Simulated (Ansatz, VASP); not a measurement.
**Two plane-wave programs on MnS**

File INCAR:

```
PREC = Accurate
ENCUT = 520
EDIFF = 1E-6
ISMEAR = -1
SIGMA = 0.05
LREAL = F
LASPH = T
NELM = 150
ALGO = Normal
ISIF = 2
LWAVE = F
LCHARG = T
ISPIN = 2
MAGMOM = 0 0
LORBIT = 11
NUPDOWN = 0.0
LMAXMIX = 4
GGA = PE
LELF = T
LVHAR = T
NBANDS = 20
```

File KPOINTS:

```
Automatic mesh
0
Gamma
  7 7 7
```

Contents of POSCAR:

```
MnS
1.0
    0.0000000000      2.6045000000      2.6045000000
    2.6045000000      0.0000000000      2.6045000000
    2.6045000000      2.6045000000      0.0000000000
Mn S
1 1
Direct
    0.0000000000      0.0000000000      0.0000000000
    0.5000000000      0.5000000000      0.5000000000
```

The input input.yaml:

```yaml
crystal:
  lattice:
    - [0.0, 2.6045, 2.6045]
    - [2.6045, 0.0, 2.6045]
    - [2.6045, 2.6045, 0.0]
  atoms:
    - { symbol: Mn, position: [0.0, 0.0, 0.0] }
    - { symbol: S, position: [0.5, 0.5, 0.5] }
hamiltonian:
  xc: pbe
  pseudopotentials: { kind: paw }
magnetization:
  spin_polarized: true
  initial_magnetization: 0.0
  spin_locking: { lock_magnetization: hard }
kpoints:
  mp_grid: { grid: [7, 7, 7] }
scf:
  occupations: { method: fermi_dirac, width: 0.05 }
  lower_state_search: "off"
output:
  forces: true
  stress: true
  eigenvalues: true
  write_density: true
  write_potential: true
  elf: true
  volumetric_format: npy
```

Alike in both runs: task single point; functional PBE; k mesh 7 × 7 × 7; occupations fermi-dirac, width 0.05 eV; collinear spin; fixed moment 0 μB.

|  | VASP | Ansatz |
| --- | --- | --- |
| version | VASP 6.6.1 | Ansatz 0.2.0 |
| potentials or method | VASP PAW PBE potentials, release 64 (Mn_pv, S) | Ansatz PAW |
| plane-wave cutoff (eV) | 520 | 420 |
| valence electrons in the cell | 19 | 21 |

```tsv
	VASP	Ansatz	Ansatz less VASP
pressure (GPa)	-23.3	-23.3	+0.03
net moment per atom (μB)	0.00	0.00	0.000
```

VASP's potentials hold 19 valence electrons a cell and Ansatz's 21, so a difference there can come from the potentials and not from the codes.
